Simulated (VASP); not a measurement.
Here is a VASP 6.6.1 calculation.

Contents of INCAR:

```
SYSTEM = AlN
PREC = Accurate
ENCUT = 520
EDIFF = 1E-6
ISMEAR = 0
SIGMA = 0.05
LREAL = .FALSE.
LASPH = .TRUE.
NELM = 80
ALGO = Normal
ISIF = 2
LWAVE = .FALSE.
LCHARG = .FALSE.
GGA = PE
NBANDS = 16
```

The input KPOINTS:

```
regular mesh
0
G
  12 12 6
  0 0 0
```

File POSCAR:

```
AlN
1.0
    3.1110021516      0.0000000000      0.0000000000
   -1.5555010758      2.6942068945      0.0000000000
    0.0000000000      0.0000000000      4.9780000000
Al N
2 2
Direct
    0.3333333333      0.6666666667      0.0000000000
    0.6666666667      0.3333333333      0.5000000000
    0.3050422096      0.6525211048      0.3898802188
    0.6666666667      0.3333333333      0.8850000000
```

Potentials or basis: VASP PAW PBE potentials, release 64 (Al, N).

The run is started by

```console
$ cat potpaw_PBE.64/Al/POTCAR potpaw_PBE.64/N/POTCAR > POTCAR
$ mpirun -np 1 vasp_std > vasp.out
```

(1) Predict the largest force.

(2) What does it give for the pressure?

Results:

(1) 1.660 eV/Å.

(2) 4.3 GPa.

Caveat: the cell differs from its parent crystal (atom 3 (N) moved +0.080 Å towards its neighbour atom 2 (Al) at 1.885 Å); the cell stands under pressure; forces of over 1 eV/Å act on the atoms, so gaps and moduli don't describe the material at rest.
